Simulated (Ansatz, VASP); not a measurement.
## Y4F3: VASP beside Ansatz

```
CELL_PARAMETERS angstrom
5.40920 0.00000 0.00000
0.00000 5.40920 0.00000
0.00000 0.00000 5.33277
ATOMIC_POSITIONS crystal
Y 0.25430 0.25430 0.25269
Y 0.74570 0.74570 0.25269
Y 0.74570 0.25430 0.74731
Y 0.25430 0.74570 0.74731
F 0.00000 0.00000 0.00000
F 0.00000 0.00000 0.50000
F 0.50000 0.50000 0.00000
```

Change from the starting cell: species swapped into the Ti4H3 type (P-42m, No. 111).

Alike in both runs: functional PBE; k mesh 6 × 6 × 6; occupations gaussian, width 0.1 eV; no spin polarisation.

Ansatz relaxed the structure, and its values are those at the end. VASP's run is a single point on that final structure, the one shown.

|  | VASP | Ansatz |
| --- | --- | --- |
| version | VASP 6.6.1 | Ansatz 0.2.0 |
| potentials or method | VASP PAW PBE potentials, release 64 (Y_sv, F), cutoff 520 eV | scalar-relativistic, plane waves, PAW |
| valence electrons in the cell | 65 | 65 |

Ansatz gave:

| Item | Value |
| --- | --- |
| gap on the k mesh at the Fermi level (eV) | none |
| pressure (GPa) | 0.0 |
| rms of the force components (eV/Å) | 0.005 |

Estimate VASP's values.

gap on the k mesh at the Fermi level (eV): none; pressure (GPa): -0.1; rms of the force components (eV/Å): 0.001.

A gap of «none» marks a metal or a gap that the smearing closes. With one functional, cell and mesh, what is left measures potentials, basis and numerics.
